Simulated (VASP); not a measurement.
A run of VASP 6.6.1:

Contents of INCAR:

```
SYSTEM = Mg
PREC     = Accurate       ! precision mode
ENCUT    = 520            ! plane-wave cutoff, eV
EDIFF    = 1E-6           ! SCF threshold, eV
ISMEAR   = 0              ! smearing method
SIGMA    = 0.05           ! smearing width, eV
LREAL    = .FALSE.        ! projectors in reciprocal space
LASPH    = .TRUE.         ! aspherical terms in the spheres
NELM     = 80             ! most SCF steps
ALGO     = Normal         ! electronic algorithm
ISIF     = 2              ! what is computed and relaxed
LWAVE    = .FALSE.        ! write WAVECAR
LCHARG   = .FALSE.        ! write CHGCAR
GGA      = PS             ! functional
NBANDS   = 9              ! bands
```

Contents of KPOINTS:

```
Automatic mesh
0
G
  16 16 10
  0 0 0
```

File POSCAR:

```
Mg
1.0
    3.0898934931      0.0000000000      0.0000000000
   -1.5449467465      2.6759262600      0.0000000000
    0.0000000000      0.0000000000      5.0095613264
Mg
2
Direct
    0.3333333333      0.6666666667      0.2500000000
    0.6666666667      0.3333333333      0.7500000000
```

Potentials or basis: VASP PAW PBE potentials, release 64 (Mg).

Run with:

```console
$ cat potpaw_PBE.64/Mg/POTCAR > POTCAR
$ mpirun -np 1 vasp_std > vasp.out
```

Hardware: 1 thread of Intel(R) Xeon(R) 6975P-C (Granite Rapids), with other jobs on the host.

Task: How long does it take, and how much memory?

Result: It took 25 s on 1 thread of Intel(R) Xeon(R) 6975P-C (Granite Rapids), with other jobs on the host, peak memory 0.2 GiB. Counts: scf iterations 9, k points 180.
